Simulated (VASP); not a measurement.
A run of VASP 6.6.1:

File INCAR:

```
PREC     = Accurate       # precision mode
ENCUT    = 600            # plane-wave cutoff, eV
EDIFF    = 1E-6           # SCF threshold, eV
ISMEAR   = 0              # smearing method
SIGMA    = 0.2            # smearing width, eV
LREAL    = F              # projectors in reciprocal space
LASPH    = T              # aspherical terms in the spheres
NELM     = 120            # most SCF steps
ALGO     = Normal         # electronic algorithm
ISIF     = 2              # what is computed and relaxed
LWAVE    = F              # write WAVECAR
LCHARG   = F              # write CHGCAR
GGA      = PE             # functional
NBANDS   = 32             # bands
GGA_COMPAT= F
```

Contents of KPOINTS:

```
Automatic mesh
0
Gamma
  4 5 3
```

File POSCAR:

```
BiO5
1.0
    3.3728680322      0.0000000000     -0.0801427314
    0.0000000000      3.6150621070      0.0000000000
   -1.2664079854      0.0000000000      6.5654986425
Bi O
1 5
Direct
    0.0000000000      0.0000000000      0.0000000000
   -0.2792333407      0.5000000000      0.2732168392
    0.6336168920      0.0000000000      0.2755194944
    1.2792333407      0.5000000000      0.7267831608
    0.3663831080      0.0000000000      0.7244805056
    0.5000000000      0.5000000000      0.0000000000
```

Potentials or basis: VASP PAW PBE potentials, release 64 (Bi_d, O).

The run is started by

```bash
$ cat potpaw_PBE.64/Bi_d/POTCAR potpaw_PBE.64/O/POTCAR > POTCAR
$ mpirun -np 1 vasp_std > vasp.out
```

Hardware: 1 thread of Intel(R) Xeon(R) 6975P-C (Granite Rapids), on a shared host.

How long does it take, and how much memory?

It took 28 s on 1 thread of Intel(R) Xeon(R) 6975P-C (Granite Rapids), on a shared host, peak memory 0.22 GiB. Counts: scf iterations 15, k points 21.
